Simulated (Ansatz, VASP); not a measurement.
# One calculation of CO2, two programs

The input INCAR:

```
SYSTEM = CO2
PREC = Accurate
ENCUT = 1340
EDIFF = 1E-6
ISMEAR = 0
SIGMA = 0.05
LREAL = .FALSE.
LASPH = .TRUE.
NELM = 120
ALGO = Normal
ISIF = 2
LWAVE = .FALSE.
LCHARG = .FALSE.
GGA = PE
NBANDS = 44
GGA_COMPAT = .FALSE.
```

File KPOINTS:

```
Automatic mesh
0
G
  4 4 4
  0 0 0
```

Contents of POSCAR:

```
CO2
1.0
    6.0577362522      0.0000000000      0.0000000000
    0.0000000000      6.0577362522      0.0000000000
    0.0000000000      0.0000000000      6.0577362522
C O
4 8
Direct
    0.0000000000      0.0000000000      0.0000000000
    0.5000000000      0.0000000000      0.5000000000
    0.5000000000      0.5000000000      0.0000000000
    0.0000000000      0.5000000000      0.5000000000
    0.1114834447      0.1114834447      0.1114834447
    0.3885165553      0.8885165553      0.6114834447
    0.6114834447      0.3885165553      0.8885165553
    0.8885165553      0.6114834447      0.3885165553
    0.8885165553      0.8885165553      0.8885165553
    0.6114834447      0.1114834447      0.3885165553
    0.3885165553      0.6114834447      0.1114834447
    0.1114834447      0.3885165553      0.6114834447
```

Input for Ansatz:

```yaml
crystal:
  lattice:
    - [6.0577362522, 0.0, 0.0]
    - [0.0, 6.0577362522, 0.0]
    - [0.0, 0.0, 6.0577362522]
  atoms:
    - { symbol: C, position: [0.0, 0.0, 0.0] }
    - { symbol: C, position: [0.5, 0.0, 0.5] }
    - { symbol: C, position: [0.5, 0.5, 0.0] }
    - { symbol: C, position: [0.0, 0.5, 0.5] }
    - { symbol: O, position: [0.1114834447, 0.1114834447, 0.1114834447] }
    - { symbol: O, position: [0.3885165553, 0.8885165553, 0.6114834447] }
    - { symbol: O, position: [0.6114834447, 0.3885165553, 0.8885165553] }
    - { symbol: O, position: [0.8885165553, 0.6114834447, 0.3885165553] }
    - { symbol: O, position: [0.8885165553, 0.8885165553, 0.8885165553] }
    - { symbol: O, position: [0.6114834447, 0.1114834447, 0.3885165553] }
    - { symbol: O, position: [0.3885165553, 0.6114834447, 0.1114834447] }
    - { symbol: O, position: [0.1114834447, 0.3885165553, 0.6114834447] }
basis:
  ecutwfc: 520.0
kpoints:
  mp_grid: { grid: [4, 4, 4] }
hamiltonian:
  xc: pbe
scf:
  occupations: { method: gaussian, width: 0.05 }
output:
  forces: true
  stress: true
  eigenvalues: true
```

Alike in both runs: task single point; functional PBE; k mesh 4 × 4 × 4; occupations gaussian, width 0.05 eV; no spin polarisation.

|  | VASP | Ansatz |
| --- | --- | --- |
| version | VASP 6.6.1 | Ansatz 0.2.0 |
| potentials or method | VASP PAW PBE potentials, release 64 (C_h, O_h), cutoff 1340 eV | scalar-relativistic, plane waves, PAW |
| valence electrons in the cell | 64 | 64 |

Ansatz gave:

| Quantity | Value |
| --- | --- |
| gap on the k mesh at the Fermi level (eV) | 6.64 |
| least direct gap on the mesh (eV) | 6.64 |
| pressure (GPa) | 0.0 |
| rms of the force components (eV/Å) | 0.000 |

Q: What did VASP give for the same quantities?

A: gap on the k mesh at the Fermi level (eV): 6.64; least direct gap on the mesh (eV): 6.64; pressure (GPa): -0.2; rms of the force components (eV/Å): 0.004.

Atom by atom the forces differ by 0.003 eV/Å (rms over components). The functional is the same, so the differences come from potentials, cutoffs and numerics.
